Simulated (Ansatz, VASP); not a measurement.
## SiC: VASP beside Ansatz

```
Si C
1.0
     3.07600    0.00000    0.00000
    -1.53800    2.66389    0.00000
     0.00000    0.00000    5.04800
Si C
2 2
Direct
  0.31926 0.63851 0.00000
  0.68074 0.36149 0.50000
  0.34618 0.69236 0.38500
  0.65382 0.30764 0.88500
```

Change from the starting cell: mode 4 (260.4 1/cm) frozen in, largest displacement +0.075 Å.

Alike in both runs: task single point; functional PBE; k mesh 12 × 12 × 6; occupations gaussian, width 0.05 eV; no spin polarisation.

```csv
,VASP,Ansatz
version,VASP 6.6.1,Ansatz 0.2.0
potentials or method,"VASP PAW PBE potentials, release 64 (Si, C), cutoff 520 eV","scalar-relativistic, plane waves, PAW"
valence electrons in the cell,16,16
```

Ansatz gave:

| Quantity | Value |
| --- | --- |
| gap on the k mesh at the Fermi level (eV) | 2.26 |
| least direct gap on the mesh (eV) | 4.03 |
| pressure (GPa) | 3.6 |
| traceless stress, the component that is largest in VASP (GPa) | -3.13 |
| rms of the force components (eV/Å) | 0.494 |

**Question.** Estimate VASP's values.

**Answer.** gap on the k mesh at the Fermi level (eV): 2.25; least direct gap on the mesh (eV): 4.02; pressure (GPa): 3.5; traceless stress, the component that is largest in VASP (GPa): -3.11; rms of the force components (eV/Å): 0.494.

Atom by atom the forces differ by 0.001 eV/Å (rms over components).
